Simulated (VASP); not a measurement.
Input of a VASP 6.6.1 run:

Contents of INCAR:

```
ALGO = Normal
EDIFF = 1E-6
ENCUT = 520
GGA = CA
ISIF = 2
ISMEAR = 0
ISPIN = 2
LASPH = T
LCHARG = F
LMAXMIX = 6
LORBIT = 11
LREAL = F
LWAVE = F
MAGMOM = 7 0
NBANDS = 26
NELM = 150
PREC = Accurate
SIGMA = 0.05
```

KPOINTS

```
k-points
0
Gamma
  12 12 12
```

POSCAR

```
GdCd
1.0
    3.7152589112      0.0000000000      0.0000000000
    0.0000000000      3.7152589112      0.0000000000
    0.0000000000      0.0000000000      3.7152589112
Gd Cd
1 1
Direct
    0.0000000000      0.0000000000      0.0000000000
    0.5000000000      0.5000000000      0.5000000000
```

Potentials or basis: VASP PAW PBE potentials, release 64 (Gd, Cd).

Launch:

```console
$ cat potpaw_PBE.64/Gd/POTCAR potpaw_PBE.64/Cd/POTCAR > POTCAR
$ mpirun -np 1 vasp_std > vasp.out
```

(1) Estimate the net moment.

(2) Predict the site moments.

(3) What does it give for the pressure?

Answers

(1) 7.33 μB per cell.

(2) Gd +6.85; Cd +0.01 μB.

(3) -2.2 GPa.

Caveat: the PAW data sets were made with another functional, which shifts forces and pressure a little.
